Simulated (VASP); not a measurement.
A run of VASP 6.6.1 is set up as follows.

Contents of POSCAR:

```
BP
1.0
    0.0000000000      2.2226808807      2.2226808807
    2.2226808807      0.0000000000      2.2226808807
    2.2226808807      2.2226808807      0.0000000000
P B
1 1
Direct
    0.7500000000      0.7500000000      0.7500000000
    0.0000000000      0.0000000000      0.0000000000
```

File INCAR.step1:

```
  ALGO = Normal
  EDIFF = 1E-5
  ENCUT = 520
  GGA = PE
  ISIF = 2
  ISMEAR = -1
  LASPH = T
  LCHARG = F
  LREAL = F
  LWAVE = T
  NBANDS = 11
  NELM = 100
  PREC = Accurate
  SIGMA = 0.05
```

INCAR.step2

```
  AEXX = 0.25
  ALGO = Normal
  EDIFF = 1E-6
  ENCUT = 520
  GGA = PE
  ISIF = 2
  ISMEAR = -1
  ISTART = 1
  LASPH = T
  LCHARG = F
  LHFCALC = T
  LREAL = F
  LWAVE = F
  NBANDS = 11
  NELM = 100
  PREC = Accurate
  PRECFOCK = Normal
  SIGMA = 0.05
```

The input KPOINTS:

```
k-points
0
Gamma
  5 5 5
```

Potentials or basis: VASP PAW PBE potentials, release 64 (P, B).

Run with:

```console
$ cat potpaw_PBE.64/P/POTCAR potpaw_PBE.64/B/POTCAR > POTCAR
$ cp INCAR.step1 INCAR
$ mpirun -np 1 vasp_std > vasp.out
$ cp INCAR.step2 INCAR
$ mpirun -np 1 vasp_std > vasp.out
```

(1) Estimate the band gap on the k mesh.

(2) Predict the pressure.

Answers

(1) 2.64 eV (least direct gap 5.19 eV).

(2) 9.7 GPa.

Caveat: the k points lie up to 0.49 Å⁻¹ apart; the PAW data sets were made with another functional, which shifts forces and pressure a little; an odd mesh through Γ misses points on the zone boundary, where band edges can lie.
